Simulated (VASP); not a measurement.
Ir, 1 atom in the cell. The structure is cubic, space group Fm-3m (No. 225). Conventional cell: a = 3.850 Å, b = 3.850 Å, c = 3.850 Å, α = 90.00°, β = 90.00°, γ = 90.00°. Within 3.6 Å of Ir (site symmetry m-3m) lie 12 Ir at 2.72 Å.  This cell differs from its parent crystal: volume 14.262 Å^3 an atom, c/a of the conventional cell 1.0000.

```yaml
Program: VASP 6.6.1
Task: single point
Functional: PBE
Potentials_or_basis: VASP PAW PBE potentials, release 64 (Ir)
Cutoff: 520 eV
k_mesh: 22 × 22 × 22
Occupations: gaussian, width 0.15 eV
Spin: no spin polarisation
Dipole_correction: no
Further_INCAR_settings: ALGO = Normal; EDIFF = 1e-06; NBANDS = 10
```

Potentials or basis: VASP PAW PBE potentials, release 64 (Ir).

Command:

```bash
$ cat potpaw_PBE.64/Ir/POTCAR > POTCAR
$ mpirun -np 1 vasp_std > vasp.out
```

Hardware: 1 thread of Intel(R) Xeon(R) 6975P-C (Granite Rapids) (shared host).

Question: How long does it take, and how much memory?

Answer: It took 15 s on 1 thread of Intel(R) Xeon(R) 6975P-C (Granite Rapids), with other jobs on the host, peak memory 0.17 GiB. Counts: scf iterations 12, k points 328.
